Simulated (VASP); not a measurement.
Write the native input for VASP 6.6.1 that does the following.

```
Task                   : single point
Functional             : PBE
Potentials or basis    : VASP PAW PBE potentials, release 64 (Cs_sv, Pt)
Cutoff                 : 500 eV
k mesh                 : 4 × 4 × 4
Occupations            : fermi-dirac, width 0.1 eV
Spin                   : no spin polarisation
Dipole correction      : no
Further INCAR settings : ALGO = Normal; EDIFF = 1e-06; NBANDS = 26
```

The structure of Cs3Pt lies in POSCAR:

```
Cs3Pt
1.0
    5.7776530000      0.0000000000      0.0000000000
    0.0000000000      5.7776530000      0.0000000000
    0.0000000000      0.0000000000      5.7776530000
Cs Pt
3 1
Direct
    0.0000000000      0.0000000000      0.5000000000
    0.0000000000      0.5000000000      0.0000000000
    0.5000000000      0.0000000000      0.0000000000
    0.5000000000      0.5000000000      0.5000000000
```

One way to write it, as run:

INCAR

```
PREC     = Accurate       # precision mode
ENCUT    = 500            # plane-wave cutoff, eV
EDIFF    = 1E-6           # SCF threshold, eV
ISMEAR   = -1             # smearing method
SIGMA    = 0.1            # smearing width, eV
LREAL    = F              # projectors in reciprocal space
LASPH    = T              # aspherical terms in the spheres
NELM     = 120            # most SCF steps
ALGO     = Normal         # electronic algorithm
ISIF     = 2              # what is computed and relaxed
LWAVE    = F              # write WAVECAR
LCHARG   = F              # write CHGCAR
GGA      = PE             # functional
NBANDS   = 26             # bands
GGA_COMPAT= F
```

KPOINTS

```
Automatic mesh
0
Gamma
  4 4 4
```

Potentials or basis: VASP PAW PBE potentials, release 64 (Cs_sv, Pt).

Run with:

```bash
$ cat potpaw_PBE.64/Cs_sv/POTCAR potpaw_PBE.64/Pt/POTCAR > POTCAR
$ mpirun -np 1 vasp_std > vasp.out
```

Results of the run:

| Quantity | Value |
| --- | --- |
| Pressure | -0.3 GPa |
| Band gap on the k mesh | zero (an odd number of electrons rules out a gap without spin polarisation) |

Caveat: spin-orbit coupling is left out, which moves the levels of the heavy elements.

Wall time 39 s on 1 thread of Intel(R) Xeon(R) Platinum 8259CL CPU @ 2.50GHz (Skylake/Cascade Lake), with other jobs on the host, peak memory 0.26 GiB.
